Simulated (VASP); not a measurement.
Crystal: BaTiO3.

```
Ba Ti O
1.0
     3.99980    0.00000    0.00000
     0.00000    3.99980    0.00000
     0.00000    0.00000    4.01800
Ba Ti O
1 1 3
Direct
  0.00000 0.00000 0.00000
  0.50000 0.50000 0.49000
  0.00000 0.50000 0.51700
  0.50000 0.00000 0.51700
  0.50000 0.50000 0.01900
```

| Quantity | Value |
| --- | --- |
| Program | VASP 6.6.1 |
| Task | relaxation of cell and atoms |
| Functional | PBE |
| Dispersion | D3(BJ) |
| Potentials or basis | VASP PAW PBE potentials, release 64 (Ba_sv, Ti_sv, O) |
| Cutoff | 600 eV |
| k mesh | 7 × 7 × 7 |
| Occupations | fermi-dirac, width 0.05 eV |
| Spin | no spin polarisation |

At the start: pressure 0.7 GPa; volume 12.86 Å³/atom.

Where does the relaxation end?

Over 14 steps the energy falls by 3.1 meV/atom and the volume is 13.06 Å³/atom (+1.6 %); space group P4mm (No. 99, to 0.05 Å).

The path:
| step | energy change (eV) | largest force (eV/Å) | pressure (GPa) | volume (Å³) |
| --- | --- | --- | --- | --- |
| 1 | 0.0000 | 0.2782 | 0.68 | 64.28 |
| 2 | -0.0062 | 0.1917 | -0.36 | 64.79 |
| 3 | -0.0075 | 0.1785 | -1.06 | 65.18 |
| 4 | -0.0108 | 0.1007 | -0.17 | 64.98 |
| 5 | -0.0110 | 0.1002 | 0.13 | 64.92 |
| 6 | -0.0126 | 0.0785 | 0.18 | 64.93 |
| 7 | -0.0137 | 0.0738 | 0.26 | 64.95 |
| 8 | -0.0137 | 0.1158 | 0.43 | 64.99 |
| 9 | -0.0141 | 0.0830 | 0.34 | 64.97 |
| 10 | -0.0150 | 0.0680 | -0.15 | 65.25 |
| 11 | -0.0150 | 0.0679 | -0.31 | 65.34 |
| 12 | -0.0154 | 0.0688 | 0.09 | 65.27 |
| 13 | -0.0154 | 0.0543 | 0.02 | 65.29 |
| 14 | -0.0156 | 0.0050 | 0.01 | 65.28 |

Final structure:
```
Ba Ti O
1.0
     3.98495    0.00000    0.00000
     0.00000    3.98495    0.00000
     0.00000    0.00000    4.11078
Ba Ti O
1 1 3
Direct
  0.00000 0.00000 0.99703
  0.50000 0.50000 0.47885
  0.00000 0.50000 0.51752
  0.50000 0.00000 0.51752
  0.50000 0.50000 0.03208
```
